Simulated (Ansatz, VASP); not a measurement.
## One calculation of ZnS, two programs

```xyz
2
Lattice="0.0000 2.7218 2.7218 2.7218 0.0000 2.7218 2.7218 2.7218 0.0000" Properties=species:S:1:pos:R:3 pbc="T T T"
Zn    0.0000    0.0000    0.0000
S     1.3609    1.3609    1.3609
```

Alike in both runs: functional PBE; k mesh 10 × 10 × 10; occupations gaussian, width 0.02 eV; no spin polarisation.

Ansatz relaxed the structure, and its values are those at the end. VASP's run is a single point on that final structure, the one shown.

|  | VASP | Ansatz |
| --- | --- | --- |
| version | VASP 6.6.1 | Ansatz 0.2.0 |
| potentials or method | VASP PAW PBE potentials, release 64 (Zn, S), cutoff 500 eV | scalar-relativistic, plane waves, PAW |
| valence electrons in the cell | 18 | 18 |

Ansatz gave:

```
gap on the k mesh at the Fermi level (eV) : 2.01
least direct gap on the mesh (eV)         : 2.01
pressure (GPa)                            : 0.0
```

Task: Which values does VASP return?

Result: gap on the k mesh at the Fermi level (eV): 2.02; least direct gap on the mesh (eV): 2.02; pressure (GPa): 0.1.
